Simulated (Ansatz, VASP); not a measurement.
One calculation of CdSb2O2, two programs

```
Cd Sb O
1.0
     8.45102    0.00000    0.00000
     0.00000    8.45102    0.00000
     0.00000    0.00000    3.19709
Cd Sb O
2 4 4
Direct
  0.00000 0.00000 0.00000
  0.50000 0.50000 0.00000
  0.24708 0.74708 0.00000
  0.25292 0.24708 0.00000
  0.75292 0.25292 0.00000
  0.74708 0.75292 0.00000
  0.14072 0.64072 0.50000
  0.35928 0.14072 0.50000
  0.85928 0.35928 0.50000
  0.64072 0.85928 0.50000
```

Change from the starting cell: species swapped into the Gd2InGe2 type (P4/mbm, No. 127).

Alike in both runs: functional PBE; k mesh 4 × 4 × 4; occupations gaussian, width 0.1 eV; no spin polarisation.

Ansatz relaxed the structure, and its values are those at the end. VASP's run is a single point on that final structure, the one shown.

```csv
,VASP,Ansatz
version,VASP 6.6.1,Ansatz 0.2.0
potentials or method,"VASP PAW PBE potentials, release 64 (Cd, Sb, O), cutoff 520 eV","scalar-relativistic, plane waves, PAW"
valence electrons in the cell,68,124
```

|  | VASP | Ansatz | Ansatz less VASP |
| --- | --- | --- | --- |
| gap on the k mesh at the Fermi level (eV) | none | none | - |
| pressure (GPa) | 0.1 | 0.1 | 0.00 |
| rms of the force components (eV/Å) | 0.016 | 0.002 | -0.0146 |

A gap of «none» marks a metal or a gap that the smearing closes. VASP's potentials hold 68 valence electrons a cell and Ansatz's 124, so a difference there can come from the potentials and not from the codes.

The k mesh is coarse, so the values compare programs but aren't converged. Spin-orbit coupling is off throughout.
